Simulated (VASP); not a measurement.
Runs of VASP 6.6.1 on Mg2B3. The structure is that of space group P6/mmm (No. 191), or close to it. The cells are those of the table. 

| task | cell | k mesh | cutoff (eV) | gap on the mesh (eV) | pressure (GPa) | relaxed volume (Å³/atom) | largest force (eV/Å) |
| --- | --- | --- | --- | --- | --- | --- | --- |
| single point | a = 4.553, b = 4.553, c = 4.690 Å, angles 90.0, 90.0, 120.0°, 5 atoms | 6 × 6 × 4 | 520 | none | 0.0 | - | - |
| relaxation of cell and atoms | relaxed from a = 4.553, b = 4.553, c = 4.690 Å, angles 90.0, 90.0, 120.0°, 5 atoms | 12 × 12 × 8 | 600 | none | 0.0 | 17.13 | 0.01 |
| single point | a = 3.913, b = 3.913, c = 5.312 Å, angles 90.0, 90.0, 120.0°, 5 atoms | 6 × 6 × 4 | 520 | none | 6.2 | - | 2.99 |
| single point | a = 4.601, b = 4.601, c = 4.679 Å, angles 90.0, 90.0, 120.0°, 5 atoms | 12 × 12 × 8 | 520 | none | (a) | - | - |
| relaxation of cell and atoms | relaxed from a = 3.913, b = 3.913, c = 5.312 Å, angles 90.0, 90.0, 120.0°, 5 atoms | 6 × 6 × 4 | 600 | none | 0.0 | (b) | - |

Alike in all rows: level PBE; potentials or basis VASP PAW PBE potentials, release 64 (Mg, B); no spin polarisation; smearing gaussian 0.1 eV.

Task: Fill in the values left out.

Result: (a) -0.1; (b) 16.82.

Caveats: forces of over 1 eV/Å act on the atoms, so gaps and moduli don't describe the material at rest (some runs); the volume moved by over 15 % at a fixed basis, so the end points are rough (some runs).

A gap of «none» marks levels without a gap at the run's occupations.
